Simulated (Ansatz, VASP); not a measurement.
## Be4Se3 in VASP and in Ansatz

```
CELL_PARAMETERS angstrom
3.63040 0.02174 0.16767
0.02415 3.63089 -0.16794
0.43535 -0.43867 9.68404
ATOMIC_POSITIONS crystal
Be 0.10298 0.32219 0.59940
Be 0.98359 0.54888 0.13411
Be 0.54881 0.98331 0.86597
Be 0.32240 0.10352 0.40046
Se 0.57609 0.44980 0.72858
Se 0.01592 0.01585 0.00003
Se 0.45022 0.57646 0.27145
```

Change from the starting cell: cell x1, atoms moved at random (sigma 0.1 Å) and cell strained at random (1.5 %), then relaxed without symmetry.

Alike in both runs: functional PBE; k mesh 4 × 4 × 2; occupations gaussian, width 0.1 eV; no spin polarisation.

Ansatz relaxed the structure, and its values are those at the end. VASP's run is a single point on that final structure, the one shown.

|  | VASP | Ansatz |
| --- | --- | --- |
| version | VASP 6.6.1 | Ansatz 0.2.0 |
| potentials or method | VASP PAW PBE potentials, release 64 (Be, Se), cutoff 520 eV | scalar-relativistic, plane waves, PAW |
| valence electrons in the cell | 26 | 56 |

Ansatz gave:

| Item | Value |
| --- | --- |
| gap on the k mesh at the Fermi level (eV) | 0.59 |
| least direct gap on the mesh (eV) | 1.04 |
| pressure (GPa) | 0.1 |
| rms of the force components (eV/Å) | 0.004 |

Question: What did VASP give for the same quantities?

Answer: gap on the k mesh at the Fermi level (eV): 0.59; least direct gap on the mesh (eV): 1.05; pressure (GPa): 0.2; rms of the force components (eV/Å): 0.007.

VASP's potentials hold 26 valence electrons a cell and Ansatz's 56, so a difference there can come from the potentials and not from the codes.

The k mesh is coarse, so the values compare programs but aren't converged.
